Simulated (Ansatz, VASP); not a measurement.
**One calculation of Ti, two programs**

Contents of INCAR:

```
PREC = Accurate
ENCUT = 520
EDIFF = 1E-8
ISMEAR = -1
SIGMA = 0.05
LREAL = F
LASPH = T
NELM = 100
ALGO = Normal
ISIF = 2
LWAVE = F
LCHARG = F
GGA = PS
LEFG = T
NBANDS = 19
```

The input KPOINTS:

```
Automatic mesh
0
Gamma
  14 14 8
```

The input POSCAR:

```
Ti
1.0
    3.0078556446      0.0000000000      0.0000000000
   -1.5039278223      2.6048793991      0.0000000000
    0.0000000000      0.0000000000      4.7779056859
Ti
2
Direct
    0.3333333333      0.6666666667      0.2500000000
    0.6666666667      0.3333333333      0.7500000000
```

Input for Ansatz:

```yaml
crystal:
  lattice:
    - [3.0078556446, 0.0, 0.0]
    - [-1.5039278223, 2.6048793991, 0.0]
    - [0.0, 0.0, 4.7779056859]
  atoms:
    - { symbol: Ti, position: [0.3333333333, 0.6666666667, 0.25] }
    - { symbol: Ti, position: [0.6666666667, 0.3333333333, 0.75] }
kpoints:
  mp_grid: { grid: [14, 14, 8] }
scf:
  occupations: { method: fermi_dirac, width: 0.05 }
hamiltonian:
  xc: pbesol
  pseudopotentials: { kind: all_electron, datasets: crystal }
output:
  forces: true
  stress: true
  eigenvalues: true
  efg: { contact_densities: true }
```

Change from the starting cell: volume scaled by 1.06, crystal datasets.

Alike in both runs: task electric field gradients; functional PBEsol; k mesh 14 × 14 × 8; occupations fermi-dirac, width 0.05 eV; no spin polarisation.

|  | VASP | Ansatz |
| --- | --- | --- |
| version | VASP 6.6.1 | Ansatz 0.2.0 |
| potentials or method | VASP PAW PBE potentials, release 64 (Ti_sv), cutoff 520 eV | all-electron PAW with datasets made for the crystal, scalar-relativistic |

VASP gave:

| Item | Value |
| --- | --- |
| pressure (GPa) | -11.1 |
| traceless stress, the component that is largest in VASP (GPa) | -0.40 |
| size of Vzz on the site where it differs most (V/Å²) | 14.4 |

Question: Estimate Ansatz's values.

Answer: Pressure (GPa): -11.0; traceless stress, the component that is largest in VASP (GPa): -0.40; size of Vzz on the site where it differs most (V/Å²): 15.9.

VASP's potentials were made for PBE, not for PBEsol. Ansatz ran all-electron here, and VASP with PAW potentials.
